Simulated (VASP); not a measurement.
P: single point with RPBE

The system is P.

```
P
1.0
     2.63969    0.00000    0.00000
    -1.31985    2.28604    0.00000
     0.00000    0.00000    9.91699
P
4
Direct
  0.00000 0.00000 0.00000
  0.00000 0.00000 0.50000
  0.33333 0.66667 0.25000
  0.66667 0.33333 0.75000
```

This isn't the form of P at room conditions, which is orthorhombic.

- Program: VASP 6.6.1
- Task: single point
- Functional: RPBE
- Potentials or basis: VASP PAW PBE potentials, release 64 (P)
- Cutoff: 520 eV
- k mesh: 13 × 13 × 4
- Occupations: fermi-dirac, width 0.1 eV
- Spin: no spin polarisation
- Dipole correction: no
- Further INCAR settings: ALGO = Normal; EDIFF = 1e-06; NBANDS = 18

| Property | Result |
| --- | --- |
| Pressure | -0.5 GPa |
| Band gap on the k mesh | zero (bands 10 and 11 overlap by 9.98 eV) |

Stress tensor (GPa, compression positive):
```
-0.58  0.00  0.00
 0.00 -0.58  0.00
 0.00  0.00 -0.35
```

Levels at points of the mesh, in eV from the Fermi level:
```
           k point  band 6  band 7  band 8  band 9  band 10  band 11  band 12  band 13  band 14  band 15
(0.00, 0.00, 0.00)   -2.83   -2.80    4.02    6.61     6.61     7.13     7.13     7.17     7.17     7.81
(0.00, 0.00, 0.50)   -6.23    1.16    1.16    6.76     6.76     6.76     6.76     7.59     7.59     7.59
```

Wall time 57 s on 1 thread of Intel Xeon 8259CL (shared host), peak memory 0.2 GiB.

Caveat: the PAW data sets were made with another functional, which shifts forces and pressure a little.
